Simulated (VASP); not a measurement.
# Cu2W (P6/mmm) in VASP: further runs, part 2 of 2

VASP 6.6.1. Earlier steps stand in the parts before.

### 3 Single point, PBE

This run uses another cell than the first one, of 15.62 Å³/atom, 1.170 times its volume.

File INCAR:

```
PREC     = Accurate       # precision mode
ENCUT    = 520            # plane-wave cutoff, eV
EDIFF    = 1E-6           # SCF threshold, eV
ISMEAR   = 0              # smearing method
SIGMA    = 0.1            # smearing width, eV
LREAL    = F              # projectors in reciprocal space
LASPH    = T              # aspherical terms in the spheres
NELM     = 60             # most SCF steps
ALGO     = Fast           # electronic algorithm
ISIF     = 2              # what is computed and relaxed
LWAVE    = F              # write WAVECAR
LCHARG   = F              # write CHGCAR
GGA      = PE             # functional
NBANDS   = 25             # bands
```

File KPOINTS:

```
regular mesh
0
Gamma
  6 6 4
```

File POSCAR:

```
Cu2W
1.0
    3.6969593400      0.0000000000      0.0000000000
   -1.8484796700      3.2016607100      0.0000000000
    0.0000000000      0.0000000000      3.9581859500
Cu W
2 1
Direct
    0.3333333300      0.6666666700      0.0000000000
    0.6666666700      0.3333333300      0.0000000000
    0.0000000000      0.0000000000      0.5000000000
```

Potentials or basis: VASP PAW PBE potentials, release 64 (Cu, W_sv).

On the command line:

```sh
$ cat potpaw_PBE.64/Cu/POTCAR potpaw_PBE.64/W_sv/POTCAR > POTCAR
$ mpirun -np 1 vasp_std > vasp.out
```

OUTCAR:

```text
PREC = Accurate
   ENCUT = 520
   EDIFF = 1E-6
   ISMEAR = 0
   LREAL = F
   LASPH = T
   NELM = 60
   ISIF = 2
   GGA = PE

 ion  position               nearest neighbor table
   1  0.333  0.667  0.000-   2 2.13   2 2.13   2 2.13   3 2.91   3 2.91   3 2.91   3 2.91   3 2.91
                             3 2.91
   2  0.667  0.333  0.000-   1 2.13   1 2.13   1 2.13   3 2.91   3 2.91   3 2.91   3 2.91   3 2.91
                             3 2.91
   3  0.000  0.000  0.500-   1 2.91   2 2.91   1 2.91   2 2.91   2 2.91   2 2.91   1 2.91   1 2.91
                             2 2.91   2 2.91   1 2.91   1 2.91

  LATTYP: Found a hexagonal cell.
 ALAT       =     3.6969593400
 C/A-ratio  =     1.0706598548

  Lattice vectors:

 A1 = (   3.6969593400,   0.0000000000,   0.0000000000)
 A2 = (  -1.8484796700,   3.2016607100,   0.0000000000)
 A3 = (   0.0000000000,   0.0000000000,   3.9581859500)

Analysis of symmetry for initial positions (statically):
=====================================================================
 Subroutine PRICEL returns:
 Original cell was already a primitive cell.

 Routine SETGRP: Setting up the symmetry group for a
 hexagonal supercell.

 Subroutine GETGRP returns: Found 24 space group operations
 (whereof 24 operations were pure point group operations)
 out of a pool of 24 trial point group operations.

The static configuration has the point symmetry D_6h.

Analysis of symmetry for dynamics (positions and initial velocities):
=====================================================================
 Subroutine PRICEL returns:
 Original cell was already a primitive cell.

 Routine SETGRP: Setting up the symmetry group for a
 hexagonal supercell.

 Subroutine GETGRP returns: Found 24 space group operations
 (whereof 24 operations were pure point group operations)
 out of a pool of 24 trial point group operations.

The dynamic configuration has the point symmetry D_6h.

 Subroutine INISYM returns: Found 24 space group operations
[... 114 lines left out ...]
     AMIX     =   0.40;   BMIX     =  1.00
     AMIX_MAG =   1.60;   BMIX_MAG =  1.00
  volume/ion in A,a.u.               =      15.62       105.39
  Fermi-wavevector in a.u.,A,eV,Ry     =   1.499467  2.833582 30.591361  2.248402
  Thomas-Fermi vector in A             =   2.611093
   LORBIT       =      0    0 simple, 1 ext, 2 COOP (PROOUT), +10 PAW based schemes
   GGA     = PE    functional components
   LHFCALC =     F    Hartree Fock is set to
   AEXX    =    0.0000 exact exchange contribution
   IVDW    =     0    specifies the selected vdW correction
   LEPSILON=     F    determine dielectric tensor
   LRPA    =     F    only Hartree local field effects (RPA)
 non-spin polarized calculation
 RMM-DIIS sequential band-by-band and
 Gauss-broadening in eV      SIGMA  =   0.10
  energy-cutoff  :      520.00
  volume of cell :       46.85
 maximum number of plane-waves:      1278
 NGX is ok and might be reduce to    28
   NGX = 13   NGY = 13   NGZ = 15

 number of electron      36.0000022 magnetization

 Free energy of the ion-electron system (eV)
  ---------------------------------------------------
  ext. energy  EPLUGINS =         0.00000000
  ---------------------------------------------------
  free energy    TOTEN  =       -16.35812891 eV

  energy without entropy =      -16.32908728  energy(sigma->0) =      -16.34360810

 E-fermi :   6.8919     XC(G=0): -12.1206

 val. band max:        6.8618321845   @ k =   0.3333   0.1667   0.2500
 cond. band min:       6.9097285756   @ k =   0.3333   0.0000   0.2500
 fundamental gap:      0.0478963911
 Fermi energy:         6.8919093264

 k-point     1 :       0.0000    0.0000    0.0000
  band No.  band energies     occupation
      1     -67.6869      2.00000
      2     -31.7448      2.00000
      3     -31.7214      2.00000
      4     -31.7214      2.00000
      5      -1.4088      2.00000
      6       2.4066      2.00000
[... 577 lines left out ...]
     24      11.9237      0.00000
     25      11.9237      0.00000

------------------------ aborting loop because EDIFF is reached ----------------------------------------

  FORCE on cell =-STRESS in cart. coord.  units (eV):
  Direction    XX          YY          ZZ          XY          YZ          ZX
  --------------------------------------------------------------------------------------
  -------------------------------------------------------------------------------------
  Total        0.6971485      0.6971485     -8.2268820      0.0000000      0.0000000     -0.0000000
  in kB       23.8407383     23.8407383   -281.3388302      0.0000000      0.0000000     -0.0000000
  external PRESSURE =     -77.8857845 kB  Pullay stress =       0.0000000 kB

 VOLUME and BASIS-vectors are now :
 -----------------------------------------------------------------------------
  energy-cutoff  :      520.00
  volume of cell :       46.85
      direct lattice vectors                 reciprocal lattice vectors
     3.696959340  0.000000000  0.000000000     0.270492561  0.156168953  0.000000000
    -1.848479670  3.201660710  0.000000000     0.000000000  0.312337905  0.000000000
     0.000000000  0.000000000  3.958185950     0.000000000  0.000000000  0.252640986

 POSITION                                       TOTAL-FORCE (eV/Angst)
 -----------------------------------------------------------------------------------
     -0.00000      2.13444      0.00000         0.000000     -0.000000      0.000000
      1.84848      1.06722      0.00000        -0.000000      0.000000      0.000000
      0.00000      0.00000      1.97909         0.000000     -0.000000      0.000000
 -----------------------------------------------------------------------------------
    total drift:                                0.000000      0.000000     -0.000000

  FREE ENERGIE OF THE ION-ELECTRON SYSTEM (eV)
  ---------------------------------------------------
  free  energy   TOTEN  =       -16.3581289099 eV

  energy  without entropy=      -16.3290872825  energy(sigma->0) =      -16.34360810
```

stdout:

```text
POSCAR found type information on POSCAR CuW
 POSCAR found :  2 types and       3 ions
 scaLAPACK will be used
 LDA part: xc-table for (Slater+PW92), standard interpolation
 POSCAR, INCAR and KPOINTS ok, starting setup
 FFT: planning ... GRIDC
 FFT: planning ... GRID_SOFT
 FFT: planning ... GRID
 WAVECAR not read
 entering main loop
```

Wall time 45 s (1 thread of Intel Xeon Platinum 8488C (Sapphire Rapids), shared host); peak memory 0.17 GiB.

What came out:

| Quantity | Value |
| --- | --- |
| Free energy | -16.3581 eV |
| Pressure | -7.8 GPa |
| Band gap on the k mesh | zero (band 18 reaches 7.45 eV, above the bottom of band 19 at 6.61 eV) |

Levels at points of the mesh, in eV from the Fermi level:
```
           k point  band 14  band 15  band 16  band 17  band 18  band 19  band 20  band 21  band 22  band 23
(0.00, 0.00, 0.00)    -2.37    -2.03    -0.53    -0.53    -0.53     1.17     1.17     1.81     7.50     9.18
(0.50, 0.00, 0.00)    -1.77    -1.67    -0.81    -0.40    -0.07     1.18     1.47     2.03     2.84     7.50
(0.00, 0.00, 0.50)    -2.04    -2.04    -1.85     0.42     0.42     0.68     0.92     0.92     7.72     7.72
(0.50, 0.00, 0.50)    -1.67    -1.61    -1.56    -1.12    -1.03     0.39     1.33     1.59     3.09     5.04
```

Caveat: the k points lie up to 0.40 Å⁻¹ apart; spin-orbit coupling is left out, which moves the levels of the heavy elements.

### 4 Single point, PBE

This run uses another cell than the first one, of 13.21 Å³/atom, 0.990 times its volume.

File INCAR:

```
  ALGO = Fast
  EDIFF = 1E-6
  ENCUT = 520
  GGA = PE
  ISIF = 2
  ISMEAR = 0
  LASPH = T
  LCHARG = T
  LELF = T
  LREAL = F
  LVHAR = T
  LWAVE = F
  NBANDS = 25
  NELM = 60
  PREC = Accurate
  SIGMA = 0.1
```

File KPOINTS:

```
k-points
0
Gamma
  6 6 6
```

File POSCAR:

```
Cu2W
1.0
    4.2414092411      0.0000000000      0.0000000000
   -2.1207046205      3.6731681506      0.0000000000
    0.0000000000      0.0000000000      2.5442820093
Cu W
2 1
Direct
    0.3333333333      0.6666666667      0.0000000000
    0.6666666667      0.3333333333      0.0000000000
    0.0000000000      0.0000000000      0.5000000000
```

On the command line:

```sh
$ cat potpaw_PBE.64/Cu/POTCAR potpaw_PBE.64/W_sv/POTCAR > POTCAR
$ mpirun -np 1 vasp_std > vasp.out
```

Run time: 23 s. Hardware: 1 thread of Intel Xeon Platinum 8488C (Sapphire Rapids), shared host; peak memory 0.17 GiB.

Results (log left out):

```
Free energy            : -19.3461 eV
Pressure               : 0.7 GPa
Band gap on the k mesh : zero (band 18 reaches 9.85 eV, above the bottom of band 19 at 8.96 eV)
```

Levels at points of the mesh, in eV from the Fermi level:
```tsv
k point	band 16	band 17	band 18	band 19	band 20	band 21
(0.00, 0.00, 0.00)	-2.86	-2.69	-2.69	3.22	3.22	4.04
(0.50, 0.00, 0.00)	-2.72	-2.59	-0.73	-0.11	0.02	2.86
(0.00, 0.00, 0.50)	-0.95	-0.95	-0.29	1.21	1.21	6.03
(0.50, 0.00, 0.50)	-1.85	-1.36	0.15	0.63	1.15	1.88
```

Caveat: the k points lie up to 0.41 Å⁻¹ apart; spin-orbit coupling is left out, which moves the levels of the heavy elements.

### 5 Relaxation of cell and atoms, PBE

This run uses another cell than the first one, of 15.62 Å³/atom, 1.170 times its volume.

File INCAR:

```
SYSTEM = Cu2W
ALGO     = Normal         ! electronic algorithm
EDIFF    = 1E-6           ! SCF threshold, eV
EDIFFG   = -0.04          ! ionic threshold
ENCUT    = 600            ! plane-wave cutoff, eV
GGA      = PE             ! functional
IBRION   = 2              ! ionic algorithm
ISIF     = 3              ! what is computed and relaxed
ISMEAR   = 0              ! smearing method
LASPH    = .TRUE.         ! aspherical terms in the spheres
LCHARG   = .FALSE.        ! write CHGCAR
LREAL    = .FALSE.        ! projectors in reciprocal space
LWAVE    = .FALSE.        ! write WAVECAR
NELM     = 80             ! most SCF steps
NSW      = 90             ! ionic steps
PREC     = Accurate       ! precision mode
SIGMA    = 0.1            ! smearing width, eV
```

File KPOINTS:

```
k-points
0
G
  6 6 4
  0 0 0
```

File POSCAR:

```
Cu2W
1.0
    3.6969593400      0.0000000000      0.0000000000
   -1.8484796700      3.2016607100      0.0000000000
    0.0000000000      0.0000000000      3.9581859500
Cu W
2 1
Direct
    0.3333333300      0.6666666700      0.0000000000
    0.6666666700      0.3333333300      0.0000000000
    0.0000000000      0.0000000000      0.5000000000
```

On the command line:

```sh
$ cat potpaw_PBE.64/Cu/POTCAR potpaw_PBE.64/W_sv/POTCAR > POTCAR
$ mpirun -np 1 vasp_std > vasp.out
```

Run time: 8.5 min. Hardware: 1 thread of Intel Xeon Platinum 8488C (Sapphire Rapids), shared host; peak memory 0.2 GiB.

The run converged. Its results:

```
Free energy                            : -19.0398 eV
Relaxed volume                         : 13.38 Å³/atom
Relaxed cell                           : a = 4.158 Å, b = 4.158 Å, c = 2.681 Å, α = 90.00°, β = 90.00°, γ = 120.00°
Space group after relaxing (to 0.05 Å) : P6/mmm (No. 191)
Energy gained by relaxing              : 893.8 meV/atom
Ionic steps                            : 18
Pressure after relaxing                : 0.2 GPa
Band gap on the k mesh                 : zero (band 18 reaches 9.25 eV, above the bottom of band 19 at 9.11 eV)
```

Stress tensor (GPa, compression positive):
```
0.23 0.00 0.00
0.00 0.23 0.00
0.00 0.00 0.06
```

Step by step:
```csv
step,energy change (eV),largest force (eV/Å),pressure (GPa),volume (Å³)
1,0.0000,0.0000,-7.64,46.85
2,-1.0572,0.0000,3.70,41.66
3,12.2915,0.0000,370.53,24.35
4,-1.2498,0.0000,6.63,40.63
5,-1.3552,0.0000,66.15,32.78
6,-1.6953,0.0000,24.14,37.20
7,-1.7479,0.0000,39.30,35.17
8,-1.9578,0.0000,38.46,35.09
9,-2.0712,0.0000,41.37,34.73
10,-2.0957,0.0000,39.82,34.84
11,-2.3447,0.0000,28.16,36.01
12,-2.6620,0.0000,4.15,39.36
13,-2.6714,0.0000,0.30,40.04
14,-2.6716,0.0000,-0.18,40.15
15,-2.6741,0.0000,-0.12,40.15
16,-2.6795,0.0000,-0.07,40.14
17,-2.6794,0.0000,0.23,40.13
18,-2.6814,0.0000,0.18,40.14
```

Final structure:
```
Cu W
1.0
     4.15824    0.00000    0.00000
    -2.07912    3.60114    0.00000
     0.00000    0.00000    2.68062
Cu W
2 1
Direct
  0.33333 0.66667 0.00000
  0.66667 0.33333 0.00000
  0.00000 0.00000 0.50000
```

Levels at points of the mesh, in eV from the Fermi level:
| k point | band 16 | band 17 | band 18 | band 19 | band 20 | band 21 |
| --- | --- | --- | --- | --- | --- | --- |
| (0.00, 0.00, 0.00) | -2.37 | -2.36 | -2.36 | 2.81 | 2.81 | 4.77 |
| (0.50, 0.00, 0.00) | -2.39 | -2.16 | -0.24 | 0.23 | 0.28 | 2.30 |
| (0.00, 0.00, 0.50) | -0.81 | -0.38 | -0.38 | 1.17 | 1.17 | 6.08 |
| (0.50, 0.00, 0.50) | -1.89 | -1.45 | 0.12 | 0.20 | 1.16 | 1.93 |

Caveat: the k points lie up to 0.59 Å⁻¹ apart in the final cell; spin-orbit coupling is left out, which moves the levels of the heavy elements.

### 6 Relaxation of cell and atoms, PBE

File INCAR:

```
SYSTEM = Cu2W
ALGO = Normal ; EDIFF = 1E-6
EDIFFG = -0.04 ; ENCUT = 600
GGA = PE ; IBRION = 2
ISIF = 3 ; ISMEAR = 0
LASPH = .TRUE. ; LCHARG = .FALSE.
LREAL = .FALSE. ; LWAVE = .FALSE.
NELM = 100 ; NSW = 90
PREC = Accurate ; SIGMA = 0.1
```

File KPOINTS:

```
k-points
0
G
  6 6 6
  0 0 0
```

File POSCAR:

```
Cu2W
1.0
    4.1541694314      0.0000000000      0.0000000000
   -2.0770847157      3.5976162592      0.0000000000
    0.0000000000      0.0000000000      2.6791421101
Cu W
2 1
Direct
    0.3333333333      0.6666666667      0.0000000000
    0.6666666667      0.3333333333      0.0000000000
    0.0000000000      0.0000000000      0.5000000000
```

Potentials or basis: VASP PAW PBE potentials, release 64 (Cu, W_sv).

On the command line:

```sh
$ cat potpaw_PBE.64/Cu/POTCAR potpaw_PBE.64/W_sv/POTCAR > POTCAR
$ mpirun -np 1 vasp_std > vasp.out
```

Run time: 2.9 min. Hardware: 1 thread of Intel Xeon Platinum 8488C (Sapphire Rapids), shared host; peak memory 0.2 GiB.

Results (log left out):

```
Free energy                            : -19.3469 eV
Relaxed volume                         : 13.27 Å³/atom
Relaxed cell                           : a = 4.247 Å, b = 4.247 Å, c = 2.548 Å, α = 90.00°, β = 90.00°, γ = 120.00°
Space group after relaxing (to 0.05 Å) : P6/mmm (No. 191)
Energy gained by relaxing              : 31.2 meV/atom
Ionic steps                            : 5
Pressure after relaxing                : 0.0 GPa
Band gap on the k mesh                 : zero (band 18 reaches 9.79 eV, above the bottom of band 19 at 8.90 eV)
```

Stress tensor (GPa, compression positive):
```
 0.00  0.00  0.00
 0.00  0.00  0.00
 0.00  0.00 -0.13
```

The path:
| step | energy change (eV) | largest force (eV/Å) | pressure (GPa) | volume (Å³) |
| --- | --- | --- | --- | --- |
| 1 | 0.0000 | 0.0000 | -1.62 | 40.04 |
| 2 | -0.0844 | 0.0000 | 2.72 | 39.22 |
| 3 | -0.0853 | 0.0000 | 3.45 | 39.14 |
| 4 | -0.0831 | 0.0000 | -3.60 | 40.56 |
| 5 | -0.0936 | 0.0000 | -0.04 | 39.80 |

Final structure:
```
CELL_PARAMETERS angstrom
4.24681 0.00000 0.00000
-2.12340 3.67784 0.00000
0.00000 0.00000 2.54834
ATOMIC_POSITIONS crystal
Cu 0.33333 0.66667 0.00000
Cu 0.66667 0.33333 0.00000
W 0.00000 0.00000 0.50000
```

Levels at points of the mesh, in eV from the Fermi level:
| k point | band 16 | band 17 | band 18 | band 19 | band 20 | band 21 |
| --- | --- | --- | --- | --- | --- | --- |
| (0.00, 0.00, 0.00) | -2.85 | -2.67 | -2.67 | 3.20 | 3.20 | 4.03 |
| (0.50, 0.00, 0.00) | -2.71 | -2.58 | -0.72 | -0.11 | 0.02 | 2.84 |
| (0.00, 0.00, 0.50) | -0.95 | -0.95 | -0.30 | 1.21 | 1.21 | 6.02 |
| (0.50, 0.00, 0.50) | -1.84 | -1.35 | 0.16 | 0.63 | 1.14 | 1.87 |

Caveat: the k points lie up to 0.41 Å⁻¹ apart in the final cell; spin-orbit coupling is left out, which moves the levels of the heavy elements.

### 7 Single point, PBE

This run uses another cell than the first one, of 13.25 Å³/atom, 0.993 times its volume.

File INCAR:

```
SYSTEM = Cu2W
  PREC = Accurate
  ENCUT = 520
  EDIFF = 1E-7
  ISMEAR = 0
  SIGMA = 0.1
  LREAL = .False.
  LASPH = .True.
  NELM = 80
  ALGO = Fast
  ISIF = 2
  LWAVE = .False.
  LCHARG = .True.
  GGA = PE
  LELF = .True.
  LVHAR = .True.
  NBANDS = 25
```

File KPOINTS:

```
regular mesh
0
Gamma
  12 12 18
  0 0 0
```

File POSCAR:

```
Cu2W
1.0
    4.2175519104      0.0000000000      0.0000000000
   -2.1087759552      3.6525070962      0.0000000000
    0.0000000000      0.0000000000      2.5806434906
Cu W
2 1
Direct
    0.3333333333      0.6666666667      0.0000000000
    0.6666666667      0.3333333333      0.0000000000
    0.0000000000      0.0000000000      0.5000000000
```

On the command line:

```sh
$ cat potpaw_PBE.64/Cu/POTCAR potpaw_PBE.64/W_sv/POTCAR > POTCAR
$ mpirun -np 1 vasp_std > vasp.out
```

Run time: 4.3 min. Hardware: 1 thread of Intel Xeon Platinum 8488C (Sapphire Rapids), shared host; peak memory 0.29 GiB.

Results (log left out):

| Quantity | Value |
| --- | --- |
| Free energy | -19.2632 eV |
| Pressure | 0.7 GPa |
| Band gap on the k mesh | zero (band 18 reaches 9.75 eV, above the bottom of band 19 at 8.90 eV) |

Stress tensor (GPa, compression positive):
```
0.69 0.00 0.00
0.00 0.69 0.00
0.00 0.00 0.60
```

Levels at points of the mesh, in eV from the Fermi level:
| k point | band 15 | band 16 | band 17 | band 18 | band 19 | band 20 | band 21 | band 22 |
| --- | --- | --- | --- | --- | --- | --- | --- | --- |
| (0.00, 0.00, 0.00) | -2.92 | -2.92 | -2.65 | -2.65 | 3.06 | 3.06 | 4.19 | 4.93 |
| (0.50, 0.00, 0.00) | -2.84 | -2.76 | -2.60 | -0.65 | -0.06 | 0.04 | 2.66 | 3.11 |
| (0.00, 0.00, 0.50) | -2.29 | -0.84 | -0.84 | -0.50 | 1.15 | 1.15 | 5.98 | 5.98 |
| (0.50, 0.00, 0.50) | -2.87 | -1.90 | -1.44 | 0.08 | 0.46 | 1.10 | 1.85 | 6.09 |

Caveat: spin-orbit coupling is left out, which moves the levels of the heavy elements.

### 8 The runs side by side

| task | cell | k mesh | cutoff (eV) | gap on the mesh (eV) | pressure (GPa) | relaxed volume (Å³/atom) |
| --- | --- | --- | --- | --- | --- | --- |
| single point | a = 4.154, b = 4.154, c = 2.679 Å, angles 90.0, 90.0, 120.0°, 3 atoms | 6 × 6 × 4 | 520 | none | 0.6 | - |
| single point | a = 3.697, b = 3.697, c = 3.958 Å, angles 90.0, 90.0, 120.0°, 3 atoms | 6 × 6 × 4 | 520 | none | -7.8 | - |
| single point | a = 4.241, b = 4.241, c = 2.544 Å, angles 90.0, 90.0, 120.0°, 3 atoms | 6 × 6 × 6 | 520 | none | 0.7 | - |
| relaxation of cell and atoms | relaxed from a = 3.697, b = 3.697, c = 3.958 Å, angles 90.0, 90.0, 120.0°, 3 atoms | 6 × 6 × 4 | 600 | none | 0.2 | 13.38 |
| relaxation of cell and atoms | relaxed from a = 4.154, b = 4.154, c = 2.679 Å, angles 90.0, 90.0, 120.0°, 3 atoms | 6 × 6 × 6 | 600 | none | 0.0 | 13.27 |
| single point | a = 4.218, b = 4.218, c = 2.581 Å, angles 90.0, 90.0, 120.0°, 3 atoms | 12 × 12 × 18 | 520 | none | 0.7 | - |

Alike in all rows: level PBE; potentials or basis VASP PAW PBE potentials, release 64 (Cu, W_sv); no spin polarisation; smearing gaussian 0.1 eV.

Caveats: some runs use coarse meshes; spin-orbit coupling is left out, which moves the levels of the heavy elements.

Absolute energies hang on the potentials; compare differences alone.
